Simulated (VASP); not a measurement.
# AgCl (Fm-3m) in VASP: notebook

Runs on AgCl. Level: PBEsol. Tasks: vibrations by perturbation theory.

Everything below comes from runs of VASP 6.6.1. Logs are shortened: lines on timing, memory, paths and dates and some standing lists are left out, and cuts for length are marked.

## (1) The cell of the first run

The structure is cubic, space group Fm-3m (No. 225). Conventional cell: a = 4.909 Å, b = 4.909 Å, c = 4.909 Å, α = 90.00°, β = 90.00°, γ = 90.00°. Within 3.2 Å of Ag (site symmetry m-3m) lie 6 Cl at 2.45 Å. Cl (site symmetry m-3m) has 6 Ag at 2.45 Å within 3.2 Å.

## (2) Vibrations by perturbation theory, PBEsol

File INCAR:

```
SYSTEM = AgCl
PREC     = Accurate       ! precision mode
ENCUT    = 520            ! plane-wave cutoff, eV
EDIFF    = 1E-8           ! SCF threshold, eV
ISMEAR   = 0              ! smearing method
SIGMA    = 0.01           ! smearing width, eV
LREAL    = .False.        ! projectors in reciprocal space
LASPH    = .True.         ! aspherical terms in the spheres
NELM     = 60             ! most SCF steps
ALGO     = Normal         ! electronic algorithm
ISIF     = 2              ! what is computed and relaxed
LWAVE    = .False.        ! write WAVECAR
LCHARG   = .False.        ! write CHGCAR
GGA      = PS             ! functional
IBRION   = 8              ! ionic algorithm
NSW      = 1              ! ionic steps
LEPSILON = .True.         ! dielectric tensor by DFPT
```

File KPOINTS:

```
Automatic mesh
0
Gamma
  10 10 10
  0 0 0
```

File POSCAR:

```
AgCl
1.0
    0.0000000000      2.4546355154      2.4546355154
    2.4546355154      0.0000000000      2.4546355154
    2.4546355154      2.4546355154      0.0000000000
Ag Cl
1 1
Direct
    0.5000000000      0.5000000000      0.5000000000
    0.0000000000      0.0000000000      0.0000000000
```

Potentials or basis: VASP PAW PBE potentials, release 64 (Ag, Cl).

The run is started by

```console
$ cat potpaw_PBE.64/Ag/POTCAR potpaw_PBE.64/Cl/POTCAR > POTCAR
$ mpirun -np 1 vasp_std > vasp.out
```

OUTCAR:

```text
SYSTEM = AgCl
   PREC = Accurate
   ENCUT = 520
   EDIFF = 1E-8
   ISMEAR = 0
   LREAL = .False.
   LASPH = .True.
   NELM = 60
   ISIF = 2
   GGA = PS
   IBRION = 8
   NSW = 1
   LEPSILON = .True.

 ion  position               nearest neighbor table
   1  0.500  0.500  0.500-   2 2.45   2 2.45   2 2.45   2 2.45   2 2.45   2 2.45
   2  0.000  0.000  0.000-   1 2.45   1 2.45   1 2.45   1 2.45   1 2.45   1 2.45

  LATTYP: Found a face centered cubic cell.
 ALAT       =     4.9092710308

  Lattice vectors:

 A1 = (   0.0000000000,   2.4546355154,   2.4546355154)
 A2 = (   2.4546355154,   0.0000000000,   2.4546355154)
 A3 = (   2.4546355154,   2.4546355154,   0.0000000000)

Analysis of symmetry for initial positions (statically):
=====================================================================
 Subroutine PRICEL returns:
 Original cell was already a primitive cell.

 Routine SETGRP: Setting up the symmetry group for a
 face centered cubic supercell.

 Subroutine GETGRP returns: Found 48 space group operations
 (whereof 48 operations were pure point group operations)
 out of a pool of 48 trial point group operations.

The static configuration has the point symmetry O_h .

Analysis of symmetry for dynamics (positions and initial velocities):
=====================================================================
 Subroutine PRICEL returns:
 Original cell was already a primitive cell.

 Routine SETGRP: Setting up the symmetry group for a
 face centered cubic supercell.

 Subroutine GETGRP returns: Found 48 space group operations
 (whereof 48 operations were pure point group operations)
 out of a pool of 48 trial point group operations.

The dynamic configuration has the point symmetry O_h .

 Subroutine INISYM returns: Found 48 space group operations
 (whereof 48 operations are pure point group operations),
 and found     1 'primitive' translations

----------------------------------------------------------------------------------------

                                     Primitive cell

  volume of cell :      29.5795

  direct lattice vectors                    reciprocal lattice vectors
     0.000000000  2.454635515  2.454635515    -0.203696230  0.203696230  0.203696230
     2.454635515  0.000000000  2.454635515     0.203696230 -0.203696230  0.203696230
     2.454635515  2.454635515  0.000000000     0.203696230  0.203696230 -0.203696230

  length of vectors
     3.471378837  3.471378837  3.471378837     0.352812219  0.352812219  0.352812219

  position of ions in fractional coordinates (direct lattice)
     0.500000000  0.500000000  0.500000000
     0.000000000  0.000000000  0.000000000

  ion indices of the primitive-cell ions
   primitive index   ion index
                 1           1
                 2           2

----------------------------------------------------------------------------------------

 KPOINTS: Automatic mesh

Automatic generation of k-mesh.
 Grid dimensions read from file:
 generate k-points for:   10   10   10

 Generating k-lattice:

  Cartesian coordinates                     Fractional coordinates (reciprocal lattice)
[... 532 lines left out ...]

 Free energy of the ion-electron system (eV)
  ---------------------------------------------------
  ---------------------------------------------------
  free energy    TOTEN  =        -0.50486418 eV

  energy without entropy =       -0.50486418

------------------------ aborting loop because EDIFF is reached ----------------------------------------

--------------------------------------- Ionic step        2  -------------------------------------------

------------------------ aborting loop because EDIFF is reached ----------------------------------------

--------------------------------------- Ionic step        3  -------------------------------------------

------------------------ aborting loop because EDIFF is reached ----------------------------------------

 PIEZOELECTRIC TENSOR FIELD DIRECTION 3  (e Angst)
 -----------------------------------------------------------------------------
    -0.00010  0.00000  0.00000           (  0.00001  0.00000  0.00000)
     0.00000 -0.00010 -0.00000           (  0.00000  0.00001  0.00000)
     0.00000  0.00000 -0.00260           (  0.00000  0.00000  0.00001)

 PIEZOELECTRIC TENSOR FIELD DIRECTION 3  (C/m^2)
 -----------------------------------------------------------------------------
    -0.00005  0.00000  0.00000
     0.00000 -0.00005 -0.00000
     0.00000  0.00000 -0.00141

--------------------------------------- Ionic step        4  -------------------------------------------

------------------------ aborting loop because EDIFF is reached ----------------------------------------

[... ionic steps 5 to 6 ...]

--------------------------------------- Ionic step        7  -------------------------------------------

 Free energy of the ion-electron system (eV)
  ---------------------------------------------------
  ---------------------------------------------------
  free energy    TOTEN  =        -0.18385989 eV

  energy without entropy =       -0.18385989

------------------------ aborting loop because EDIFF is reached ----------------------------------------

 INTERNAL STRAIN TENSOR  FOR ION    2  DIRECTION 1   (eV/Angst):
 -----------------------------------------------------------------------------
     0.01140 -0.00000 -0.00000
    -0.00000  0.01609 -0.00000
     0.00000 -0.00000  0.01609

 MACROSCOPIC STATIC DIELECTRIC TENSOR (including local field effects in DFT)
 ------------------------------------------------------
           6.972866     0.000000    -0.000000
           0.000000     6.972866     0.000000
          -0.000000     0.000000     6.972866
 ------------------------------------------------------

 PIEZOELECTRIC TENSOR (including local field effects)  for field in x, y, z        (e  Angst)
          XX          YY          ZZ          XY          YZ          ZX
  --------------------------------------------------------------------------------
  x     0.00000     0.00000     0.00000     0.00000     0.00000     0.00000
  y     0.00000     0.00000     0.00000     0.00000     0.00000     0.00000
  z     0.00000     0.00000     0.00000     0.00000     0.00000     0.00000

 PIEZOELECTRIC TENSOR (including local field effects)  for field in x, y, z        (C/m^2)
          XX          YY          ZZ          XY          YZ          ZX
  --------------------------------------------------------------------------------
  x     0.00000     0.00000     0.00000     0.00000     0.00000     0.00000
  y     0.00000     0.00000     0.00000     0.00000     0.00000     0.00000
  z     0.00000     0.00000     0.00000     0.00000     0.00000     0.00000

 BORN EFFECTIVE CHARGES (including local field effects) (in |e|, cummulative output)
 ---------------------------------------------------------------------------------
 ion    1
    1     1.29049    -0.00000     0.00000
    2     0.00000     1.29049     0.00000
    3     0.00000     0.00000     1.29049
 ion    2
    1    -1.29049     0.00000     0.00000
    2    -0.00000    -1.29049     0.00000
    3     0.00000     0.00000    -1.29049

 INTERNAL STRAIN TENSOR FOR ION    2 for displacements in x,y,z  (eV/Angst):
          X           Y           Z          XY          YZ          ZX
  --------------------------------------------------------------------------------
  x     0.00000     0.00000     0.00000     0.00000     0.00000     0.00000
  y     0.00000     0.00000     0.00000     0.00000     0.00000     0.00000
  z     0.00000     0.00000     0.00000     0.00000     0.00000     0.00000

 SECOND DERIVATIVES (NOT SYMMETRIZED)
 ------------------------------------
               1X          1Y          1Z          2X          2Y          2Z
  1X    -6.586523    0.000000    0.000000    6.586523    0.000000    0.000000
  1Y     0.000000   -6.586523    0.000000    0.000000    6.586523    0.000000
  1Z     0.000000    0.000000   -6.586523    0.000000    0.000000    6.586523
  2X     6.582758    0.000000    0.000000   -6.582758    0.000000    0.000000
  2Y     0.000000    6.582758    0.000000    0.000000   -6.582758    0.000000
  2Z     0.000000    0.000000    6.582758    0.000000    0.000000   -6.582758

 Eigenvectors and eigenvalues of the dynamical matrix
 ----------------------------------------------------

   1 f  =    7.765466 THz    48.791859 2PiTHz  259.028050 cm-1    32.115371 meV
             X         Y         Z           dx          dy          dz
      2.454636  2.454636  2.454636    -0.497468    0.000000    0.000000
      0.000000  0.000000  0.000000     0.867482    0.000000    0.000000
[... 21 lines left out ...]
   6 f/i=    0.000958 THz     0.006019 2PiTHz    0.031953 cm-1     0.003962 meV
             X         Y         Z           dx          dy          dz
      2.454636  2.454636  2.454636     0.000000    0.000000    0.867482
      0.000000  0.000000  0.000000     0.000000    0.000000    0.497468

--------------------------------------------------------------------------------------------------------

 MACROSCOPIC STATIC DIELECTRIC TENSOR IONIC CONTRIBUTION
 ------------------------------------------------------
           1.547220    -0.000000     0.000000
          -0.000000     1.547220    -0.000000
           0.000000    -0.000000     1.547220
 ------------------------------------------------------

 ELASTIC MODULI CONTR FROM IONIC RELAXATION (kBar)
 Direction    XX          YY          ZZ          XY          YZ          ZX
 --------------------------------------------------------------------------------
 XX           0.0000      0.0000      0.0000      0.0000      0.0000      0.0000
 YY           0.0000      0.0000      0.0000      0.0000      0.0000      0.0000
 ZZ           0.0000      0.0000      0.0000      0.0000      0.0000      0.0000
 XY           0.0000      0.0000      0.0000      0.0000      0.0000      0.0000
 YZ           0.0000      0.0000      0.0000      0.0000      0.0000      0.0000
 ZX           0.0000      0.0000      0.0000      0.0000      0.0000      0.0000
 --------------------------------------------------------------------------------

 PIEZOELECTRIC TENSOR IONIC CONTR  for field in x, y, z        (C/m^2)
          XX          YY          ZZ          XY          YZ          ZX
  --------------------------------------------------------------------------------
  x     0.00000     0.00000     0.00000     0.00000     0.00000     0.00000
  y     0.00000     0.00000     0.00000     0.00000     0.00000     0.00000
  z     0.00000     0.00000     0.00000     0.00000     0.00000     0.00000
```

It took 4.4 min on 1 thread of Intel Xeon Platinum 8488C (Sapphire Rapids), shared host; peak memory 0.26 GiB.

Results:

```yaml
Electronic_dielectric_tensor_diagonal: 6.97
Born_charges_mean_of_the_diagonal: Ag +1.29; Cl -1.29 e
Highest_phonon_frequency_at_Γ_LO-TO_splitting_left_out: 259 cm⁻¹
```

Phonon frequencies in cm⁻¹ (negative: imaginary):
```tsv
q point	frequencies
(0.000, 0.000, 0.000)	0 0 0 259 259 259
```

Electronic dielectric tensor:
```
6.97 0.00 0.00
0.00 6.97 0.00
0.00 0.00 6.97
```

Born effective charge tensors (e):
atom 1, Ag
```
1.29 0.00 0.00
0.00 1.29 0.00
0.00 0.00 1.29
```
atom 2, Cl
```
-1.29  0.00  0.00
 0.00 -1.29  0.00
 0.00  0.00 -1.29
```

Caveat: the cell stands under pressure or tension, which shifts response properties.

[end of part 1 of 2]
